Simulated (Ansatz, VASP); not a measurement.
## MgCd2O3 in VASP and in Ansatz

```
Mg Cd O
1.0
     3.23854    0.00000    0.00000
    -1.61927    2.80466    0.00000
     0.00000    0.00000    8.08961
Mg Cd O
1 2 3
Direct
  0.00000 0.00000 0.00000
  0.33333 0.66667 0.32324
  0.66667 0.33333 0.67676
  0.33333 0.66667 0.85866
  0.66667 0.33333 0.14134
  0.00000 0.00000 0.50000
```

Alike in both runs: functional PBE; k mesh 12 × 12 × 4; occupations gaussian, width 0.02 eV; no spin polarisation.

Ansatz relaxed the structure, and its values are those at the end. VASP's run is a single point on that final structure, the one shown.

|  | VASP | Ansatz |
| --- | --- | --- |
| version | VASP 6.6.1 | Ansatz 0.2.0 |
| potentials or method | VASP PAW PBE potentials, release 64 (Mg, Cd, O), cutoff 520 eV | scalar-relativistic, plane waves, PAW |
| valence electrons in the cell | 44 | 68 |

```tsv
	VASP	Ansatz	Ansatz less VASP
gap on the k mesh at the Fermi level (eV)	0.58	0.60	+0.017
least direct gap on the mesh (eV)	0.59	0.60	+0.019
pressure (GPa)	0.8	0.0	-0.78
rms of the force components (eV/Å)	0.033	0.001	-0.0314
```

With one functional, cell and mesh, what is left measures potentials, basis and numerics. VASP's potentials hold 44 valence electrons a cell and Ansatz's 68, so a difference there can come from the potentials and not from the codes.
